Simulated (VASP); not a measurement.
# Sn (I4/mmm) in VASP: a series of runs, part 3 of 3

VASP 6.6.1. Earlier steps stand in the parts before.

## Step 6: Single point, PBEsol (strain +0.080 along x and y, +0.040 along z)

INCAR reads:

```
SYSTEM = Sn
ALGO = Fast
EDIFF = 1E-7
ENCUT = 520
GGA = PS
ISIF = 2
ISMEAR = 0
LASPH = .True.
LCHARG = .False.
LREAL = .False.
LWAVE = .False.
NBANDS = 13
NELM = 100
PREC = Accurate
SIGMA = 0.15
```

KPOINTS reads:

```
k-points
0
Gamma
  18 18 18
  0 0 0
```

POSCAR reads:

```
Sn
1.0
   -2.0462239647      2.0462239647      1.9704378920
    2.0462239647     -2.0462239647      1.9704378920
    2.0462239647      2.0462239647     -1.9704378920
Sn
1
Direct
    0.0000000000      0.0000000000      0.0000000000
```

Potentials or basis: VASP PAW PBE potentials, release 64 (Sn_d).

Started as:

```sh
> cat potpaw_PBE.64/Sn_d/POTCAR > POTCAR
> mpirun -np 1 vasp_std > vasp.out
```

OUTCAR:

```text
SYSTEM = Sn
   EDIFF = 1E-7
   ENCUT = 520
   GGA = PS
   ISIF = 2
   ISMEAR = 0
   LASPH = .True.
   LREAL = .False.
   NELM = 100
   PREC = Accurate

 ion  position               nearest neighbor table
   1  0.000  0.000  0.000-

  LATTYP: Found a body centered tetragonal cell.
 ALAT       =     4.0924479294
 C/A-ratio  =     0.9629629630

  Lattice vectors:

 A1 = (  -2.0462239647,   2.0462239647,   1.9704378920)
[... 563 lines left out ...]
     10      14.4570      0.00000
     11      15.0954      0.00000
     12      17.0185      0.00000
     13      18.7534      0.00000

 [... further k-points ...]

------------------------ aborting loop because EDIFF is reached ----------------------------------------

  FORCE on cell =-STRESS in cart. coord.  units (eV):
  Direction    XX          YY          ZZ          XY          YZ          ZX
  --------------------------------------------------------------------------------------
  -------------------------------------------------------------------------------------
  Total       -1.5154386     -1.5154386     -1.6536024      0.0000000      0.0000000      0.0000000
  in kB      -73.5732327    -73.5732327    -80.2809702      0.0000000      0.0000000      0.0000000
  external PRESSURE =     -75.8091452 kB  Pullay stress =       0.0000000 kB

 VOLUME and BASIS-vectors are now :
 -----------------------------------------------------------------------------
  energy-cutoff  :      520.00
  volume of cell :       33.00
      direct lattice vectors                 reciprocal lattice vectors
    -2.046223965  2.046223965  1.970437892     0.000000000  0.244352529  0.253750703
     2.046223965 -2.046223965  1.970437892     0.244352529  0.000000000  0.253750703
     2.046223965  2.046223965 -1.970437892     0.244352529  0.244352529  0.000000000

 POSITION                                       TOTAL-FORCE (eV/Angst)
 -----------------------------------------------------------------------------------
      0.00000      0.00000      0.00000         0.000000      0.000000      0.000000
 -----------------------------------------------------------------------------------
    total drift:                               -0.000000     -0.000000     -0.000000

  FREE ENERGIE OF THE ION-ELECTRON SYSTEM (eV)
  ---------------------------------------------------
  free  energy   TOTEN  =        -4.0361780935 eV

  energy  without entropy=       -4.0294876109  energy(sigma->0) =       -4.03283285
```

OSZICAR:

```text
N       E                     dE             d eps       ncg     rms          rms(c)
DAV:   1     0.812840206925E+02    0.81284E+02   -0.72127E+03 12789   0.149E+03
DAV:   2     0.203514118384E+01   -0.79249E+02   -0.76893E+02 13270   0.334E+02
DAV:   3    -0.391259390747E+01   -0.59477E+01   -0.59244E+01 14976   0.752E+01
DAV:   4    -0.404716041161E+01   -0.13457E+00   -0.13454E+00 14836   0.122E+01
DAV:   5    -0.405217828575E+01   -0.50179E-02   -0.50178E-02 16756   0.226E+00    0.954E-01
RMM:   6    -0.403944597334E+01    0.12732E-01   -0.14543E-02 15677   0.155E+00    0.535E-01
RMM:   7    -0.403625049948E+01    0.31955E-02   -0.99951E-03 15391   0.113E+00    0.960E-02
RMM:   8    -0.403613342339E+01    0.11708E-03   -0.96820E-04 17056   0.482E-01    0.276E-02
RMM:   9    -0.403617443338E+01   -0.41010E-04   -0.37616E-04 18034   0.186E-01    0.187E-02
RMM:  10    -0.403617509061E+01   -0.65723E-06   -0.67121E-05 17002   0.125E-01    0.171E-03
RMM:  11    -0.403617772414E+01   -0.26335E-05   -0.34908E-05 20191   0.567E-02    0.481E-03
RMM:  12    -0.403617813624E+01   -0.41210E-06   -0.33136E-06 19073   0.185E-02    0.713E-03
RMM:  13    -0.403617809351E+01    0.42731E-07   -0.57103E-07 14439   0.903E-03
   1 F= -.40361781E+01 E0= -.40328329E+01  d E =-.669048E-02
```

Run time: 85 s. Hardware: 1 thread of Intel Xeon 6975P-C (Granite Rapids), shared host; peak memory 0.3 GiB.

What came out:

- Free energy: -4.0362 eV
- Pressure: -7.6 GPa
- Band gap on the k mesh: zero (band 7 reaches 12.05 eV, above the bottom of band 8 at 3.94 eV)

Stress tensor (GPa, compression positive):
```
-7.36  0.00  0.00
 0.00 -7.36  0.00
 0.00  0.00 -8.03
```

Levels at points of the mesh, in eV from the Fermi level:
```tsv
k point	band 5	band 6	band 7	band 8	band 9	band 10
(0.00, 0.00, 0.00)	-21.32	-9.84	6.24	6.24	6.43	11.01
(0.50, 0.00, 0.00)	-21.28	-6.21	-3.50	2.86	4.52	6.79
(0.50, 0.50, 0.00)	-21.29	-6.40	-3.58	3.24	5.05	7.26
(0.50, 0.50, 0.50)	-21.29	-3.54	-0.49	-0.49	0.11	3.74
```

Caveat: the cell differs from its parent crystal (strain +0.080 along x and y, +0.040 along z); the PAW data sets were made with another functional, which shifts forces and pressure a little; spin-orbit coupling is left out, which moves the levels of the heavy elements.

## Step 7: Summary

| cell | further INCAR settings | gap on the mesh (eV) | pressure (GPa) |
| --- | --- | --- | --- |
| a = 3.238 Å, angles 108.4, 108.4, 111.7°, 1 atom | ALGO = Fast; EDIFF = 1e-06; NBANDS = 13 | none | 0.1 |
| a = 3.326 Å, angles 110.5, 110.5, 107.3°, 1 atom | ALGO = Fast; EDIFF = 1e-06; NBANDS = 13 | none | -3.6 |
| a = 3.370 Å, angles 108.4, 108.4, 111.6°, 1 atom | ALGO = Fast; EDIFF = 1e-06; NBANDS = 13 | none | -4.9 |
| a = 3.457 Å, angles 110.5, 110.5, 107.4°, 1 atom | ALGO = Fast; EDIFF = 1e-07; NBANDS = 13 | none | -6.9 |
| a = 3.501 Å, angles 108.5, 108.5, 111.5°, 1 atom | ALGO = Fast; EDIFF = 1e-07; NBANDS = 13 | none | -7.6 |

Alike in all rows: task single point; level PBEsol; potentials or basis VASP PAW PBE potentials, release 64 (Sn_d); no spin polarisation; k mesh 18 × 18 × 18; cutoff (eV) 520; smearing gaussian 0.15 eV.

Caveats: the PAW data sets were made with another functional, which shifts forces and pressure a little; spin-orbit coupling is left out, which moves the levels of the heavy elements.

Total energies depend on the potentials used, so only differences within one code and one set of settings carry meaning.
